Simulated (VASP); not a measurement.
Here is a VASP 6.6.1 calculation.

File INCAR:

```
PREC = Accurate
ENCUT = 520
EDIFF = 1E-6
ISMEAR = -1
SIGMA = 0.05
LREAL = Auto
LASPH = T
NELM = 120
ALGO = Normal
ISIF = 2
LWAVE = F
LCHARG = F
GGA = PE
IVDW = 12
NBANDS = 66
GGA_COMPAT = F
```

Contents of KPOINTS:

```
regular mesh
0
Gamma
  1 1 1
```

File POSCAR:

```
H5CClO
1.0
    7.8729940000      0.0000000000      0.0000000000
    0.0000000000      7.8729940000      0.0000000000
    0.0000000000      0.0000000000      7.8729940000
C Cl H O
4 4 20 4
Direct
    0.2381490316      0.6951949484      0.0973384077
    0.6390336921      0.4314202782      0.8228455820
    0.0047966823      0.0665765989      0.3853648131
    0.6857315610      0.9223978227      0.7886873848
    0.3908694807      0.7684927370      0.2522554404
    0.5085181406      0.3188188642      0.9730342629
    0.0566866494      0.2732921262      0.3024553283
    0.7873615259      0.9243081067      0.9923239312
    0.2643684175      0.7601974970     -0.0227264215
    0.2546785180      0.5580510444      0.0842507345
    0.1112337272      0.7259207769      0.1448315585
    0.6150739250      0.5671147871      0.8382347415
    0.7720237314      0.4014596222      0.8496013478
    0.6038703137      0.3899053065      0.6948409096
   -0.1200563918      0.0313244991      0.3361245758
    0.1024449800     -0.0216364939      0.3409504340
    0.0073039345      0.0758896619      0.5238193409
    0.7138615101      1.0425886748      0.7248224628
    0.7376687615      0.8149076789      0.7174849605
    0.5488644897      0.9081158186      0.8074360501
    0.3109882024      0.7838303687      0.5551340140
    0.1490404891      0.7243005915      0.6459740358
    0.8199123128      0.4835582507      0.2491138256
    0.7070605615      0.6447382985      0.2326816402
    0.2665637273      0.1785140883      0.8263101956
    0.2079717078      0.0115314573      0.7382082004
    1.0145291585      0.4822405277      0.5860993159
    0.9110314043      0.6134006513      0.4861117237
    0.2563691193      0.7874218113      0.6663355234
    0.8161372412      0.6045647228      0.2759591356
    0.1705778676      0.1273986925      0.7670462069
    0.9681263279      0.5965232836      0.5966915377
```

Potentials or basis: VASP PAW PBE potentials, release 64 (C, Cl, H, O).

Launch:

```bash
$ cat potpaw_PBE.64/C/POTCAR potpaw_PBE.64/Cl/POTCAR potpaw_PBE.64/H/POTCAR potpaw_PBE.64/O/POTCAR > POTCAR
$ mpirun -np 1 vasp_gam > vasp.out
```

**Question.** Estimate the band gap on the k mesh.

**Answer.** 4.90 eV.

**Question.** What does it give for the dispersion energy per atom?

**Answer.** -0.039 eV.

Stress tensor (GPa, compression positive):
```
-0.65 -0.08 -0.15
-0.08 -0.34 -0.07
-0.15 -0.07 -0.59
```

Caveat: the k points lie up to 0.80 Å⁻¹ apart.
